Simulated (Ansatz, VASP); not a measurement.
# Two plane-wave programs on Cu

```
Cu
1.0
    -1.38768    1.68560    1.23664
     1.68560   -1.38768    1.23664
     2.86358    2.86358   -0.69100
Cu
2
Direct
  0.04166 0.95834 0.00000
  0.70834 0.29166 0.50000
```

Alike in both runs: task single point; functional BLYP; k mesh 15 × 15 × 8; occupations fermi-dirac, width 0.1 eV; no spin polarisation.

|  | VASP | Ansatz |
| --- | --- | --- |
| version | VASP 6.6.1 | Ansatz 0.2.0 |
| potentials or method | VASP PAW PBE potentials, release 64 (Cu), cutoff 520 eV | plane waves (420 eV) with PAW, scalar-relativistic |
| valence electrons in the cell | 22 | 38 |

|  | VASP | Ansatz | Ansatz less VASP |
| --- | --- | --- | --- |
| pressure (GPa) | 20.7 | 20.0 | -0.71 |
| traceless stress, the component that is largest in VASP (GPa) | 0.92 | 0.92 | 0.000 |

VASP's potentials were made for PBE, not for BLYP. VASP's potentials hold 22 valence electrons a cell and Ansatz's 38, so a difference there can come from the potentials and not from the codes.
